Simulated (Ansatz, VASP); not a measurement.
**Two plane-wave programs on CaSe**

The input POSCAR:

```
CaSe
1.0
    3.6347849234      0.0000000000      0.0000000000
    0.0000000000      3.6347849234      0.0000000000
    0.0000000000      0.0000000000      3.6347849234
Ca Se
1 1
Direct
    0.0000000000      0.0000000000      0.0000000000
    0.5000000000      0.5000000000      0.5000000000
```

INCAR.step1

```
SYSTEM = CaSe
PREC = Accurate
ENCUT = 520
ISMEAR = 0
SIGMA = 0.01
LREAL = .FALSE.
LASPH = .TRUE.
NELM = 100
NBANDS = 15
GGA = PE
ALGO = Normal
EDIFF = 1E-4
LWAVE = .TRUE.
LCHARG = .FALSE.
```

The input INCAR.step2:

```
SYSTEM = CaSe
PREC = Accurate
ENCUT = 520
EDIFF = 1E-6
ISMEAR = 0
SIGMA = 0.01
LREAL = .FALSE.
LASPH = .TRUE.
NELM = 100
ALGO = Normal
ISIF = 2
LWAVE = .FALSE.
LCHARG = .TRUE.
METAGGA = R2SCAN
LMIXTAU = .TRUE.
LELF = .TRUE.
LVHAR = .TRUE.
NBANDS = 15
ISTART = 1
```

KPOINTS

```
regular mesh
0
G
  6 6 6
  0 0 0
```

Input for Ansatz:

```yaml
crystal:
  lattice:
    - [3.6347849234, 0.0, 0.0]
    - [0.0, 3.6347849234, 0.0]
    - [0.0, 0.0, 3.6347849234]
  atoms:
    - { symbol: Ca, position: [0.0, 0.0, 0.0] }
    - { symbol: Se, position: [0.5, 0.5, 0.5] }
kpoints:
  mp_grid: { grid: [6, 6, 6] }
hamiltonian:
  xc: r2scan
scf:
  occupations: { method: fixed }
output:
  optics:
    e_range: [0, 12]
    de: 0.05
    sigma: 0.1
    bands: { spectra_wanted_up_to: 12 }
  write_density: true
  write_potential: true
  elf: true
  volumetric_format: npy
```

Alike in both runs: task single point; functional r2SCAN; k mesh 6 × 6 × 6; no spin polarisation.

|  | VASP | Ansatz |
| --- | --- | --- |
| version | VASP 6.6.1 | Ansatz 0.2.0 |
| potentials or method | VASP PAW PBE potentials, release 64 (Ca_sv, Se) | plane waves, PAW |
| plane-wave cutoff (eV) | 520 | 500 |
| occupations | gaussian, width 0.01 eV | fixed |
| valence electrons in the cell | 16 | 26 |

|  | VASP | Ansatz | Ansatz less VASP |
| --- | --- | --- | --- |
| gap on the k mesh at the Fermi level (eV) | 1.24 | 1.23 | -0.008 |

VASP's potentials were made for PBE, not for r2SCAN. VASP's potentials hold 16 valence electrons a cell and Ansatz's 26, so a difference there can come from the potentials and not from the codes.
